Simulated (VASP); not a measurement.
# GaN (F-43m) in VASP: single point with r2SCAN

Aim: the single point of GaN with r2SCAN.

Program: VASP 6.6.1. These are calculated values, not measurements. Logs are shortened: lines on timing, memory, paths and dates and some standing lists are left out, and cuts for length are marked.

### Step 1. The cell of the first run

The structure is cubic, space group F-43m (No. 216). Conventional cell: a = 4.507 Å, b = 4.507 Å, c = 4.507 Å, α = 90.00°, β = 90.00°, γ = 90.00°. Within 2.6 Å of Ga (site symmetry -43m) lie 4 N at 1.95 Å. Within 2.6 Å of N (site symmetry -43m) lie 4 Ga at 1.95 Å.

### Step 2. Single point, r2SCAN

POSCAR reads:

```
GaN
1.0
    0.0000000000      2.2535006075      2.2535006075
    2.2535006075      0.0000000000      2.2535006075
    2.2535006075      2.2535006075      0.0000000000
Ga N
1 1
Direct
    0.0000000000      0.0000000000      0.0000000000
    0.7500000000      0.7500000000      0.7500000000
```

INCAR.step1 reads:

```
  PREC = Accurate
  ENCUT = 1460
  ISMEAR = 0
  SIGMA = 0.2
  LREAL = F
  LASPH = T
  NELM = 120
  NBANDS = 16
  GGA = PE
  ALGO = Normal
  EDIFF = 1E-5
  LWAVE = T
  LCHARG = F
  GGA_COMPAT = F
```

INCAR.step2 reads:

```
  PREC = Accurate
  ENCUT = 1460
  EDIFF = 1E-6
  ISMEAR = 0
  SIGMA = 0.2
  LREAL = F
  LASPH = T
  NELM = 120
  ALGO = Normal
  ISIF = 2
  LWAVE = F
  LCHARG = T
  METAGGA = R2SCAN
  LMIXTAU = T
  LELF = T
  LVHAR = T
  NBANDS = 16
  ISTART = 1
  GGA_COMPAT = F
```

KPOINTS reads:

```
regular mesh
0
Gamma
  10 10 10
```

Potentials or basis: VASP PAW PBE potentials, release 64 (Ga_d, N_h).

Run with:

```console
$ cat potpaw_PBE.64/Ga_d/POTCAR potpaw_PBE.64/N_h/POTCAR > POTCAR
$ cp INCAR.step1 INCAR
$ mpirun -np 1 vasp_std > vasp.out
$ cp INCAR.step2 INCAR
$ mpirun -np 1 vasp_std > vasp.out
```

OUTCAR:

```text
PREC = Accurate
   ENCUT = 1460
   EDIFF = 1E-6
   ISMEAR = 0
   LREAL = F
   LASPH = T
   NELM = 120
   ISIF = 2
   METAGGA = R2SCAN
   ISTART = 1

 ion  position               nearest neighbor table
   1  0.000  0.000  0.000-   2 1.95   2 1.95   2 1.95   2 1.95
   2  0.750  0.750  0.750-   1 1.95   1 1.95   1 1.95   1 1.95

  LATTYP: Found a face centered cubic cell.
 ALAT       =     4.5070012150

  Lattice vectors:

 A1 = (   0.0000000000,   2.2535006075,   2.2535006075)
 A2 = (   2.2535006075,   0.0000000000,   2.2535006075)
 A3 = (   2.2535006075,   2.2535006075,   0.0000000000)

Analysis of symmetry for initial positions (statically):
=====================================================================
 Subroutine PRICEL returns:
 Original cell was already a primitive cell.

 Routine SETGRP: Setting up the symmetry group for a
 face centered cubic supercell.

 Subroutine GETGRP returns: Found 24 space group operations
 (whereof 24 operations were pure point group operations)
 out of a pool of 48 trial point group operations.

The static configuration has the point symmetry T_d .

Analysis of symmetry for dynamics (positions and initial velocities):
=====================================================================
 Subroutine PRICEL returns:
 Original cell was already a primitive cell.

 Routine SETGRP: Setting up the symmetry group for a
 face centered cubic supercell.

 Subroutine GETGRP returns: Found 24 space group operations
 (whereof 24 operations were pure point group operations)
 out of a pool of 48 trial point group operations.

The dynamic configuration has the point symmetry T_d .

 Subroutine INISYM returns: Found 24 space group operations
 (whereof 24 operations are pure point group operations),
 and found     1 'primitive' translations

----------------------------------------------------------------------------------------

                                     Primitive cell

  volume of cell :      22.8877

  direct lattice vectors                    reciprocal lattice vectors
     0.000000000  2.253500607  2.253500607    -0.221877020  0.221877020  0.221877020
     2.253500607  0.000000000  2.253500607     0.221877020 -0.221877020  0.221877020
     2.253500607  2.253500607  0.000000000     0.221877020  0.221877020 -0.221877020

  length of vectors
     3.186931122  3.186931122  3.186931122     0.384302272  0.384302272  0.384302272

  position of ions in fractional coordinates (direct lattice)
     0.000000000  0.000000000  0.000000000
     0.750000000  0.750000000  0.750000000

  ion indices of the primitive-cell ions
   primitive index   ion index
                 1           1
                 2           2

----------------------------------------------------------------------------------------

 KPOINTS: regular mesh

Automatic generation of k-mesh.
 Grid dimensions read from file:
 generate k-points for:   10   10   10

 Generating k-lattice:

  Cartesian coordinates                     Fractional coordinates (reciprocal lattice)
    -0.022187702  0.022187702  0.022187702     0.100000000  0.000000000  0.000000000
     0.022187702 -0.022187702  0.022187702     0.000000000  0.100000000  0.000000000
     0.022187702  0.022187702 -0.022187702     0.000000000  0.000000000  0.100000000

  Length of vectors
     0.038430227  0.038430227  0.038430227

  Shift w.r.t. Gamma in fractional coordinates (k-lattice)
     0.000000000  0.000000000  0.000000000

 Subroutine IBZKPT returns following result:
 ===========================================

 Found     47 irreducible k-points:

 Following reciprocal coordinates:
            Coordinates               Weight
  0.000000  0.000000  0.000000      1.000000
  0.100000  0.000000  0.000000      8.000000
  0.200000  0.000000  0.000000      8.000000
  0.300000  0.000000  0.000000      8.000000
  0.400000  0.000000  0.000000      8.000000
  0.500000  0.000000  0.000000      4.000000
[... 16 lines left out ...]
  0.300000  0.300000  0.000000      6.000000
  0.400000  0.300000  0.000000     24.000000
 [... further k-points ...]
   k-points           NKPTS =     47   k-points in BZ     NKDIM =     47   number of bands    NBANDS=     16
   number of dos      NEDOS =    301   number of ions     NIONS =      2
   total plane-waves  NPLWV =  64000
   dimension x,y,z NGX =    40 NGY =   40 NGZ =   40
   dimension x,y,z NGXF=    80 NGYF=   80 NGZF=   80
   ions per type =               1   1
   NGX,Y,Z   is equivalent  to a cutoff of  20.87, 20.87, 20.87 a.u.
   NGXF,Y,Z  is equivalent  to a cutoff of  41.73, 41.73, 41.73 a.u.
 SYSTEM =  unknown system
   PREC   = accura    normal or accurate (medium, high low for compatibility)
   ISTART =      1    job   : 0-new  1-cont  2-samecut
   ICHARG =      0    charge: 1-file 2-atom 10-const
   ISPIN  =      1    spin polarized calculation?
   LNONCOLLINEAR =      F non collinear calculations
   LSORBIT =      F    spin-orbit coupling
   LASPH  =      T    aspherical Exc in radial PAW
   ENCUT  = 1460.0 eV 107.31 Ry   10.36 a.u.   9.93  9.93  9.93*2*pi/ulx,y,z
   NELM   =    120;   NELMIN=  2; NELMDL=  0     # of ELM steps
   EDIFF  = 0.1E-05   stopping-criterion for ELM
   LREAL  =      F    real-space projection
   EDIFFG = 0.1E-04   stopping-criterion for IOM
   NSW    =      0    number of steps for IOM
   IBRION =     -1    ionic relax: 0-MD 1-quasi-New 2-CG
   NFREE  =      0    steps in history (QN), initial steepest desc. (CG)
   ISIF   =      2    stress and relaxation
   ISYM   =      2    0-nonsym 1-usesym 2-fastsym
   POTIM  = 0.5000    time-step for ionic-motion
   TEBEG  =    0.0;   TEEND  =   0.0 temperature during run
   PSTRESS=    0.0 pullay stress
   NELECT =      18.0000    total number of electrons
   NUPDOWN=      -1.0000    fix difference up-down
   EMIN   =  10.00;   EMAX   =-10.00  energy-range for DOS
   EFERMI =   0.00;   METHOD = LEGACY
   ISMEAR =     0;   SIGMA  =   0.20  broadening in eV -4-tet -1-fermi 0-gaus
   EFERMI_NEDOS =   21; number of points for ismear=-14 and -15
   IALGO  =     38    algorithm
   IMIX   =      4    mixing-type and parameters
     AMIX     =   0.40;   BMIX     =  1.00
     AMIX_MAG =   1.60;   BMIX_MAG =  1.00
  volume/ion in A,a.u.               =      11.44        77.23
  Fermi-wavevector in a.u.,A,eV,Ry     =   1.511117  2.855596 31.068543  2.283473
  Thomas-Fermi vector in A             =   2.621216
   LORBIT       =      0    0 simple, 1 ext, 2 COOP (PROOUT), +10 PAW based schemes
   METAGGA = R2SCAN    functional components
   LHFCALC =     F    Hartree Fock is set to
   AEXX    =    0.0000 exact exchange contribution
   IVDW    =     0    specifies the selected vdW correction
   LEPSILON=     F    determine dielectric tensor
   LRPA    =     F    only Hartree local field effects (RPA)
 non-spin polarized calculation
 Gauss-broadening in eV      SIGMA  =   0.20
  energy-cutoff  :     1460.00
  volume of cell :       22.89
 maximum number of plane-waves:      2914
   NGX = 19   NGY = 19   NGZ = 19

 number of electron      17.9999999 magnetization

 Free energy of the ion-electron system (eV)
  ---------------------------------------------------
  ext. energy  EPLUGINS =         0.00000000
  ---------------------------------------------------
  free energy    TOTEN  =       -21.90065082 eV

  energy without entropy =      -21.90065082  energy(sigma->0) =      -21.90065082

 E-fermi :   6.2392     XC(G=0): -12.6260

 val. band max:        5.3108336413   @ k =   0.0000   0.0000   0.0000
 cond. band min:       7.4297139179   @ k =   0.0000   0.0000   0.0000
 fundamental gap:      2.1188802766
 Fermi energy:         6.2392142769

 k-point     1 :       0.0000    0.0000    0.0000
  band No.  band energies     occupation
      1     -11.4201      2.00000
      2      -8.5194      2.00000
      3      -8.5194      2.00000
      4      -8.5194      2.00000
      5      -8.1684      2.00000
      6      -8.1684      2.00000
[... 8 lines left out ...]
     15      25.0399      0.00000
     16      25.0399      0.00000

 k-point     2 :       0.1000    0.0000    0.0000
  band No.  band energies     occupation
      1     -11.3096      2.00000
      2      -8.5052      2.00000
      3      -8.5052      2.00000
      4      -8.4789      2.00000
      5      -8.1696      2.00000
      6      -8.1696      2.00000
[... 8 lines left out ...]
     15      23.6212      0.00000
     16      23.7270      0.00000

 k-point     3 :       0.2000    0.0000    0.0000
  band No.  band energies     occupation
      1     -11.0271      2.00000
      2      -8.4718      2.00000
      3      -8.4718      2.00000
      4      -8.3170      2.00000
      5      -8.1684      2.00000
      6      -8.1684      2.00000
[... 8 lines left out ...]
     15      22.8328      0.00000
     16      22.8328      0.00000

 k-point     4 :       0.3000    0.0000    0.0000
  band No.  band energies     occupation
      1     -10.7113      2.00000
      2      -8.4408      2.00000
      3      -8.4408      2.00000
      4      -8.1555      2.00000
      5      -8.1555      2.00000
      6      -7.9405      2.00000
[... 8 lines left out ...]
     15      23.3834      0.00000
     16      23.3834      0.00000
[... 324 lines left out ...]
 k-point    22 :      -0.2000    0.2000    0.0000
  band No.  band energies     occupation
      1     -10.6136      2.00000
      2      -8.4203      2.00000
      3      -8.4106      2.00000
      4      -8.1902      2.00000
      5      -8.1835      2.00000
      6      -7.7722      2.00000
[... 8 lines left out ...]
     15      23.6376      0.00000
     16      26.8710      0.00000

 k-point    23 :       0.3000    0.3000    0.0000
  band No.  band energies     occupation
      1     -10.5182      2.00000
      2      -8.3458      2.00000
      3      -8.3213      2.00000
      4      -8.3213      2.00000
      5      -8.1166      2.00000
      6      -7.7642      2.00000
[... 8 lines left out ...]
     15      28.1277      0.00000
     16      28.8226      0.00000

 k-point    24 :       0.4000    0.3000    0.0000
  band No.  band energies     occupation
      1     -10.3762      2.00000
      2      -8.3655      2.00000
      3      -8.2843      2.00000
      4      -8.2809      2.00000
      5      -8.1067      2.00000
      6      -7.3452      2.00000
[... 8 lines left out ...]
     15      28.6177      0.00000
     16      28.6681      0.00000

 [... further k-points ...]

------------------------ aborting loop because EDIFF is reached ----------------------------------------

  FORCE on cell =-STRESS in cart. coord.  units (eV):
  Direction    XX          YY          ZZ          XY          YZ          ZX
  --------------------------------------------------------------------------------------
  -------------------------------------------------------------------------------------
  Total       -0.0107350     -0.0107350     -0.0107350     -0.0000000     -0.0000000      0.0000000
  in kB       -0.7514638     -0.7514638     -0.7514638     -0.0000000     -0.0000000      0.0000000
  external PRESSURE =      -0.7514638 kB  Pullay stress =       0.0000000 kB

 VOLUME and BASIS-vectors are now :
 -----------------------------------------------------------------------------
  energy-cutoff  :     1460.00
  volume of cell :       22.89
      direct lattice vectors                 reciprocal lattice vectors
     0.000000000  2.253500607  2.253500607    -0.221877020  0.221877020  0.221877020
     2.253500607  0.000000000  2.253500607     0.221877020 -0.221877020  0.221877020
     2.253500607  2.253500607  0.000000000     0.221877020  0.221877020 -0.221877020

 POSITION                                       TOTAL-FORCE (eV/Angst)
 -----------------------------------------------------------------------------------
      0.00000      0.00000      0.00000        -0.000000     -0.000000     -0.000000
      3.38025      3.38025      3.38025         0.000000      0.000000      0.000000
 -----------------------------------------------------------------------------------
    total drift:                                0.000000      0.000000      0.000000

  FREE ENERGIE OF THE ION-ELECTRON SYSTEM (eV)
  ---------------------------------------------------
  free  energy   TOTEN  =       -21.9006508165 eV

  energy  without entropy=      -21.9006508165  energy(sigma->0) =      -21.90065082
```

It took 1.9 min on 1 thread of Intel Xeon 6975P-C (Granite Rapids), shared host; peak memory 0.32 GiB.

What came out:

```
Free energy            : -21.9007 eV
Pressure               : -0.1 GPa
Band gap on the k mesh : 2.12 eV
```

Caveat: the PAW data sets were made with another functional, which shifts forces and pressure a little.
